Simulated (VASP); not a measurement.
# In (I4/mmm) in VASP: further runs

Aim: see how the results for In move with the level of theory and the settings. Levels: PBE, r2SCAN. Tasks: single point.

All numbers are computed with VASP 6.6.1; they aren't measurements. Logs are shortened: lines on timing, memory, paths and dates and some standing lists are left out, and cuts for length are marked.

**1. The cell of the first run**

Symmetry: I4/mmm, No. 139, tetragonal system. Conventional cell: a = 3.194 Å, b = 3.194 Å, c = 5.363 Å, α = 90.00°, β = 90.00°, γ = 90.00°. In (site symmetry 4/mmm) has 12 In at 3.19 to 3.51 Å within 4.2 Å.

**2. Single point, PBE**

INCAR

```
ALGO = Fast
EDIFF = 1E-7
ENCUT = 520
GGA = PE
ISIF = 2
ISMEAR = 0
LASPH = True
LCHARG = True
LELF = True
LREAL = False
LVHAR = True
LWAVE = False
NBANDS = 12
NELM = 80
PREC = Accurate
SIGMA = 0.05
```

KPOINTS

```
k-points
0
Gamma
  8 8 8
```

POSCAR

```
In
1.0
   -1.5969179621      1.5969179621      2.6813843290
    1.5969179621     -1.5969179621      2.6813843290
    1.5969179621      1.5969179621     -2.6813843290
In
1
Direct
    0.0000000000      0.0000000000      0.0000000000
```

Potentials or basis: VASP PAW PBE potentials, release 64 (In_d).

On the command line:

```
$ cat potpaw_PBE.64/In_d/POTCAR > POTCAR
$ mpirun -np 1 vasp_std > vasp.out
```

OUTCAR:

```text
EDIFF = 1E-7
   ENCUT = 520
   GGA = PE
   ISIF = 2
   ISMEAR = 0
   LASPH = True
   LREAL = False
   NELM = 80
   PREC = Accurate

 ion  position               nearest neighbor table
   1  0.000  0.000  0.000-

  LATTYP: Found a body centered tetragonal cell.
 ALAT       =     3.1938359242
 C/A-ratio  =     1.6790996110

  Lattice vectors:

 A1 = (  -1.5969179621,   1.5969179621,   2.6813843290)
 A2 = (   1.5969179621,  -1.5969179621,   2.6813843290)
 A3 = (   1.5969179621,   1.5969179621,  -2.6813843290)

Analysis of symmetry for initial positions (statically):
=====================================================================
 Subroutine PRICEL returns:
 Original cell was already a primitive cell.

 Routine SETGRP: Setting up the symmetry group for a
 body centered tetragonal supercell.

 Subroutine GETGRP returns: Found 16 space group operations
 (whereof 16 operations were pure point group operations)
 out of a pool of 16 trial point group operations.

The static configuration has the point symmetry D_4h.

Analysis of symmetry for dynamics (positions and initial velocities):
=====================================================================
 Subroutine PRICEL returns:
 Original cell was already a primitive cell.

 Routine SETGRP: Setting up the symmetry group for a
 body centered tetragonal supercell.

 Subroutine GETGRP returns: Found 16 space group operations
 (whereof 16 operations were pure point group operations)
 out of a pool of 16 trial point group operations.

The dynamic configuration has the point symmetry D_4h.

 Subroutine INISYM returns: Found 16 space group operations
 (whereof 16 operations are pure point group operations),
 and found     1 'primitive' translations

----------------------------------------------------------------------------------------

                                     Primitive cell

  volume of cell :      27.3517

  direct lattice vectors                    reciprocal lattice vectors
    -1.596917962  1.596917962  2.681384329     0.000000000  0.313103122  0.186470844
     1.596917962 -1.596917962  2.681384329     0.313103122  0.000000000  0.186470844
     1.596917962  1.596917962 -2.681384329     0.313103122  0.313103122  0.000000000

  length of vectors
     3.505726155  3.505726155  3.505726155     0.364424122  0.364424122  0.442794682

  position of ions in fractional coordinates (direct lattice)
     0.000000000  0.000000000  0.000000000

  ion indices of the primitive-cell ions
   primitive index   ion index
                 1           1

----------------------------------------------------------------------------------------

 KPOINTS: k-points

Automatic generation of k-mesh.
 Grid dimensions read from file:
 generate k-points for:    8    8    8

 Generating k-lattice:

  Cartesian coordinates                     Fractional coordinates (reciprocal lattice)
     0.000000000  0.039137890  0.023308856     0.125000000  0.000000000 -0.000000000
     0.039137890  0.000000000  0.023308856     0.000000000  0.125000000 -0.000000000
     0.039137890  0.039137890  0.000000000     0.000000000  0.000000000  0.125000000

  Length of vectors
     0.045553015  0.045553015  0.055349335

  Shift w.r.t. Gamma in fractional coordinates (k-lattice)
     0.000000000  0.000000000  0.000000000

 Subroutine IBZKPT returns following result:
 ===========================================

 Found     59 irreducible k-points:

 Following reciprocal coordinates:
            Coordinates               Weight
  0.000000  0.000000  0.000000      1.000000
  0.125000  0.000000  0.000000      8.000000
  0.250000  0.000000  0.000000      8.000000
  0.375000  0.000000  0.000000      8.000000
  0.500000  0.000000  0.000000      4.000000
  0.125000  0.125000  0.000000      8.000000
[... 16 lines left out ...]
  0.250000  0.125000  0.125000     16.000000
  0.375000  0.125000  0.125000      8.000000
 [... further k-points ...]
   k-points           NKPTS =     59   k-points in BZ     NKDIM =     59   number of bands    NBANDS=     12
   number of dos      NEDOS =    301   number of ions     NIONS =      1
   total plane-waves  NPLWV =  21952
   dimension x,y,z NGX =    28 NGY =   28 NGZ =   28
   dimension x,y,z NGXF=    56 NGYF=   56 NGZF=   56
   ions per type =               1
   NGX,Y,Z   is equivalent  to a cutoff of  13.28, 13.28, 13.28 a.u.
   NGXF,Y,Z  is equivalent  to a cutoff of  26.56, 26.56, 26.56 a.u.
 SYSTEM =  unknown system
   PREC   = accura    normal or accurate (medium, high low for compatibility)
   ISTART =      0    job   : 0-new  1-cont  2-samecut
   ICHARG =      2    charge: 1-file 2-atom 10-const
   ISPIN  =      1    spin polarized calculation?
   LNONCOLLINEAR =      F non collinear calculations
   LSORBIT =      F    spin-orbit coupling
   LASPH  =      T    aspherical Exc in radial PAW
   ENCUT  =  520.0 eV  38.22 Ry    6.18 a.u.   6.52  6.52  6.52*2*pi/ulx,y,z
   NELM   =     80;   NELMIN=  2; NELMDL= -5     # of ELM steps
   EDIFF  = 0.1E-06   stopping-criterion for ELM
   LREAL  =      F    real-space projection
   EDIFFG = 0.1E-05   stopping-criterion for IOM
   NSW    =      0    number of steps for IOM
   IBRION =     -1    ionic relax: 0-MD 1-quasi-New 2-CG
   NFREE  =      0    steps in history (QN), initial steepest desc. (CG)
   ISIF   =      2    stress and relaxation
   ISYM   =      2    0-nonsym 1-usesym 2-fastsym
   POTIM  = 0.5000    time-step for ionic-motion
   TEBEG  =    0.0;   TEEND  =   0.0 temperature during run
   PSTRESS=    0.0 pullay stress
   NELECT =      13.0000    total number of electrons
   NUPDOWN=      -1.0000    fix difference up-down
   EMIN   =  10.00;   EMAX   =-10.00  energy-range for DOS
   EFERMI =   0.00;   METHOD = LEGACY
   ISMEAR =     0;   SIGMA  =   0.05  broadening in eV -4-tet -1-fermi 0-gaus
   EFERMI_NEDOS =   21; number of points for ismear=-14 and -15
   IALGO  =     68    algorithm
   IMIX   =      4    mixing-type and parameters
     AMIX     =   0.40;   BMIX     =  1.00
     AMIX_MAG =   1.60;   BMIX_MAG =  1.00
  volume/ion in A,a.u.               =      27.35       184.58
  Fermi-wavevector in a.u.,A,eV,Ry     =   1.277599  2.414312 22.208231  1.632259
  Thomas-Fermi vector in A             =   2.410189
   LORBIT       =      0    0 simple, 1 ext, 2 COOP (PROOUT), +10 PAW based schemes
   GGA     = PE    functional components
   LHFCALC =     F    Hartree Fock is set to
   AEXX    =    0.0000 exact exchange contribution
   IVDW    =     0    specifies the selected vdW correction
   LEPSILON=     F    determine dielectric tensor
   LRPA    =     F    only Hartree local field effects (RPA)
 non-spin polarized calculation
 RMM-DIIS sequential band-by-band and
 Gauss-broadening in eV      SIGMA  =   0.05
  energy-cutoff  :      520.00
  volume of cell :       27.35
 maximum number of plane-waves:       756
 NGX is ok and might be reduce to    28
   NGX = 13   NGY = 13   NGZ = 13

 number of electron      12.9999998 magnetization

 Free energy of the ion-electron system (eV)
  ---------------------------------------------------
  ext. energy  EPLUGINS =         0.00000000
  ---------------------------------------------------
  free energy    TOTEN  =        -2.57466757 eV

  energy without entropy =       -2.57424884  energy(sigma->0) =       -2.57445821

 E-fermi :   7.0755     XC(G=0): -10.0415

 val. band max:        6.9767310248   @ k =  -0.2500   0.5000   0.2500
 cond. band min:       7.0774802524   @ k =  -0.2500   0.2500   0.2500
 fundamental gap:      0.1007492275
 Fermi energy:         7.0754847574

 k-point     1 :       0.0000    0.0000    0.0000
  band No.  band energies     occupation
      1      -7.7481      2.00000
      2      -7.5525      2.00000
      3      -7.5003      2.00000
      4      -7.5003      2.00000
      5      -7.3348      2.00000
      6      -2.2232      2.00000
      7      17.1259      0.00000
      8      17.2182      0.00000
      9      17.2182      0.00000
     10      18.7616      0.00000
     11      19.9234      0.00000
     12      20.6582      0.00000

 k-point     2 :       0.1250    0.0000    0.0000
  band No.  band energies     occupation
      1      -7.7170      2.00000
      2      -7.5447      2.00000
      3      -7.5031      2.00000
      4      -7.4833      2.00000
      5      -7.3501      2.00000
      6      -1.8883      2.00000
      7      14.2492      0.00000
      8      16.1269      0.00000
      9      17.0557      0.00000
     10      18.2167      0.00000
     11      19.0217      0.00000
     12      21.7483      0.00000

 k-point     3 :       0.2500    0.0000    0.0000
  band No.  band energies     occupation
      1      -7.6764      2.00000
      2      -7.5759      2.00000
      3      -7.4595      2.00000
      4      -7.4291      2.00000
      5      -7.3690      2.00000
      6      -0.8686      2.00000
      7      10.1509      0.00000
      8      14.5649      0.00000
      9      16.8555      0.00000
     10      17.4562      0.00000
     11      18.6877      0.00000
     12      22.7151      0.00000
[... 286 lines left out ...]
 k-point    23 :       0.2500    0.1250    0.1250
  band No.  band energies     occupation
      1      -7.5926      2.00000
      2      -7.5506      2.00000
      3      -7.5007      2.00000
      4      -7.4138      2.00000
      5      -7.3065      2.00000
      6       1.8226      2.00000
      7       7.4441      0.00000
      8      11.1847      0.00000
      9      13.4826      0.00000
     10      15.9899      0.00000
     11      17.4603      0.00000
     12      20.0732      0.00000

 k-point    24 :       0.3750    0.1250    0.1250
  band No.  band energies     occupation
      1      -7.6020      2.00000
      2      -7.5737      2.00000
      3      -7.4640      2.00000
      4      -7.4421      2.00000
      5      -7.2539      2.00000
      6       3.6781      2.00000
      7       4.9424      2.00000
      8      11.7017      0.00000
      9      12.3937      0.00000
     10      15.5996      0.00000
     11      17.3074      0.00000
     12      23.1893      0.00000

 [... further k-points ...]
[... 5 lines left out ...]
  --------------------------------------------------------------------------------------
  -------------------------------------------------------------------------------------
  Total       -0.0084817     -0.0084817      0.0253877      0.0000000     -0.0000000      0.0000000
  in kB       -0.4968312     -0.4968312      1.4871331      0.0000000     -0.0000000      0.0000000
  external PRESSURE =       0.1644902 kB  Pullay stress =       0.0000000 kB

 VOLUME and BASIS-vectors are now :
 -----------------------------------------------------------------------------
  energy-cutoff  :      520.00
  volume of cell :       27.35
      direct lattice vectors                 reciprocal lattice vectors
    -1.596917962  1.596917962  2.681384329     0.000000000  0.313103122  0.186470844
     1.596917962 -1.596917962  2.681384329     0.313103122  0.000000000  0.186470844
     1.596917962  1.596917962 -2.681384329     0.313103122  0.313103122  0.000000000

 POSITION                                       TOTAL-FORCE (eV/Angst)
 -----------------------------------------------------------------------------------
      0.00000      0.00000      0.00000        -0.000000     -0.000000      0.000000
 -----------------------------------------------------------------------------------
    total drift:                               -0.000000     -0.000000     -0.000000

  FREE ENERGIE OF THE ION-ELECTRON SYSTEM (eV)
  ---------------------------------------------------
  free  energy   TOTEN  =        -2.5746675735 eV

  energy  without entropy=       -2.5742488440  energy(sigma->0) =       -2.57445821
```

It took 14 s on 1 thread of Intel Xeon 6975P-C (Granite Rapids), shared host; peak memory 0.16 GiB.

Results:

```yaml
Free_energy: -2.5747 eV
Pressure: 0.0 GPa
```

Stress tensor (GPa, compression positive):
```
-0.05  0.00  0.00
 0.00 -0.05  0.00
 0.00  0.00  0.15
```

Caveat: spin-orbit coupling is left out, which moves the levels of the heavy elements.

**3. Single point, r2SCAN**

This run uses another cell than the first one, of 26.18 Å³/atom, 0.957 times its volume.

POSCAR

```
In
1.0
   -1.6108125386      1.6108125386      2.5227027257
    1.6108125386     -1.6108125386      2.5227027257
    1.6108125386      1.6108125386     -2.5227027257
In
1
Direct
    0.0000000000      0.0000000000      0.0000000000
```

INCAR.step1

```
SYSTEM = In
PREC = Accurate
ENCUT = 520
ISMEAR = 0
SIGMA = 0.05
LREAL = .FALSE.
LASPH = .TRUE.
NELM = 100
NBANDS = 12
GGA = PE
ALGO = Normal
EDIFF = 1E-4
LWAVE = .TRUE.
LCHARG = .FALSE.
```

INCAR.step2

```
SYSTEM = In
PREC = Accurate
ENCUT = 520
EDIFF = 1E-6
ISMEAR = 0
SIGMA = 0.05
LREAL = .FALSE.
LASPH = .TRUE.
NELM = 100
ALGO = Normal
ISIF = 2
LWAVE = .FALSE.
LCHARG = .TRUE.
METAGGA = R2SCAN
LMIXTAU = .TRUE.
LELF = .TRUE.
LVHAR = .TRUE.
NBANDS = 12
ISTART = 1
```

KPOINTS

```
Automatic mesh
0
G
  18 18 18
  0 0 0
```

Potentials or basis: VASP PAW PBE potentials, release 64 (In_d).

On the command line:

```
$ cat potpaw_PBE.64/In_d/POTCAR > POTCAR
$ cp INCAR.step1 INCAR
$ mpirun -np 1 vasp_std > vasp.out
$ cp INCAR.step2 INCAR
$ mpirun -np 1 vasp_std > vasp.out
```

Wall time 4.6 min (1 thread of Intel Xeon 6975P-C (Granite Rapids), shared host); peak memory 0.28 GiB.

It converged, with:

| Property | Result |
| --- | --- |
| Free energy | -22.5744 eV |
| Pressure | 0.0 GPa |

Levels at points of the mesh, in eV from the Fermi level:
| k point | band 2 | band 3 | band 4 | band 5 | band 6 | band 7 | band 8 | band 9 | band 10 | band 11 |
| --- | --- | --- | --- | --- | --- | --- | --- | --- | --- | --- |
| (0.00, 0.00, 0.00) | -15.19 | -15.19 | -15.14 | -14.98 | -10.03 | 11.15 | 11.15 | 11.41 | 12.24 | 14.47 |
| (0.50, 0.00, 0.00) | -15.30 | -15.17 | -14.92 | -14.87 | -4.45 | -3.58 | 7.54 | 10.01 | 11.48 | 12.06 |
| (0.50, 0.50, 0.00) | -15.37 | -14.92 | -14.91 | -14.78 | -2.07 | -1.37 | 3.46 | 4.20 | 7.45 | 7.49 |
| (0.50, 0.50, 0.50) | -15.37 | -14.89 | -14.87 | -14.87 | -3.31 | -3.05 | 5.28 | 5.28 | 8.67 | 9.21 |

Caveat: the PAW data sets were made with another functional, which shifts forces and pressure a little; spin-orbit coupling is left out, which moves the levels of the heavy elements.

**4. Single point, r2SCAN**

This run uses another cell than the first one, of 27.05 Å³/atom, 0.989 times its volume.

POSCAR

```
In
1.0
   -1.6283625779      1.6283625779      2.5501879426
    1.6283625779     -1.6283625779      2.5501879426
    1.6283625779      1.6283625779     -2.5501879426
In
1
Direct
    0.0000000000      0.0000000000      0.0000000000
```

INCAR.step1

```
SYSTEM = In
ALGO = Normal
EDIFF = 1E-4
ENCUT = 520
GGA = PE
ISMEAR = 0
LASPH = .TRUE.
LCHARG = .FALSE.
LREAL = .FALSE.
LWAVE = .TRUE.
NBANDS = 12
NELM = 100
PREC = Accurate
SIGMA = 0.05
```

INCAR.step2

```
SYSTEM = In
ALGO = Normal
EDIFF = 1E-6
ENCUT = 520
ISIF = 2
ISMEAR = 0
ISTART = 1
LASPH = .TRUE.
LCHARG = .FALSE.
LMIXTAU = .TRUE.
LREAL = .FALSE.
LWAVE = .FALSE.
METAGGA = R2SCAN
NBANDS = 12
NELM = 100
PREC = Accurate
SIGMA = 0.05
```

KPOINTS

```
k-points
0
G
  18 18 18
  0 0 0
```

On the command line:

```
$ cat potpaw_PBE.64/In_d/POTCAR > POTCAR
$ cp INCAR.step1 INCAR
$ mpirun -np 1 vasp_std > vasp.out
$ cp INCAR.step2 INCAR
$ mpirun -np 1 vasp_std > vasp.out
```

Run time: 4.5 min. Hardware: 1 thread of Intel Xeon 6975P-C (Granite Rapids), shared host; peak memory 0.28 GiB.

It converged, with:

```yaml
Free_energy: -22.5714 eV
Pressure: -1.3 GPa
```

Stress tensor (GPa, compression positive):
```
-1.30  0.00  0.00
 0.00 -1.30  0.00
 0.00  0.00 -1.20
```

Levels at points of the mesh, in eV from the Fermi level:
```
           k point  band 4  band 5  band 6  band 7  band 8  band 9
(0.00, 0.00, 0.00)  -15.12  -14.97   -9.80   10.84   10.84   11.06
(0.50, 0.00, 0.00)  -14.92  -14.87   -4.44   -3.43    7.35    9.74
(0.50, 0.50, 0.00)  -14.91  -14.78   -1.98   -1.47    3.39    4.13
(0.50, 0.50, 0.50)  -14.87  -14.87   -3.34   -2.92    5.18    5.18
```

Caveat: the PAW data sets were made with another functional, which shifts forces and pressure a little; spin-orbit coupling is left out, which moves the levels of the heavy elements.

**5. The runs side by side**

```csv
level,cell,k mesh,gap on the mesh (eV),pressure (GPa)
PBE,"a = 3.506 Å, angles 125.8, 125.8, 80.2°, 1 atom",8 × 8 × 8,none,0.0
r2SCAN,"a = 3.399 Å, angles 123.4, 123.4, 84.2°, 1 atom",18 × 18 × 18,none,0.0
r2SCAN,"a = 3.436 Å, angles 123.4, 123.4, 84.2°, 1 atom",18 × 18 × 18,none,-1.3
```

Alike in all rows: task single point; potentials or basis VASP PAW PBE potentials, release 64 (In_d); no spin polarisation; cutoff (eV) 520; smearing gaussian 0.05 eV.

Caveats: spin-orbit coupling is left out, which moves the levels of the heavy elements; the PAW data sets were made with another functional, which shifts forces and pressure a little (some runs).

Total energies depend on the potentials used, so only differences within one code and one set of settings carry meaning.
